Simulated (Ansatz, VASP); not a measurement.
# One calculation of Pt, two programs

```xyz
1
Lattice="0.0000 1.9468 2.0831 2.1074 0.0000 2.0831 2.1074 1.9468 0.0000" Properties=species:S:1:pos:R:3 pbc="T T T"
Pt    0.0000    0.0000    0.0000
```

Change from the starting cell: normal strain along x +0.0825, normal strain along z +0.0700.

Alike in both runs: task single point; functional LDA; k mesh 20 × 20 × 20; occupations gaussian, width 0.15 eV; no spin polarisation.

```csv
,VASP,Ansatz
version,VASP 6.6.1,Ansatz 0.2.0
potentials or method,"VASP PAW LDA potentials, release 64 (Pt), cutoff 520 eV","scalar-relativistic, plane waves, PAW"
valence electrons in the cell,10,18
```

Ansatz gave:

- gap on the k mesh at the Fermi level (eV): none
- pressure (GPa): -29.9
- traceless stress, the component that is largest in VASP (GPa): 1.92

Q: Estimate VASP's values.

A: gap on the k mesh at the Fermi level (eV): none; pressure (GPa): -29.4; traceless stress, the component that is largest in VASP (GPa): 1.94.

LDA's correlation is that of Perdew and Zunger in VASP and of Perdew and Wang (1992) in Ansatz. A gap of «none» marks a metal or a gap that the smearing closes. Both programs put the cell under strong tension, so it lies far from rest at this level. VASP's potentials hold 10 valence electrons a cell and Ansatz's 18, so a difference there can come from the potentials and not from the codes.

Spin-orbit coupling is off throughout.
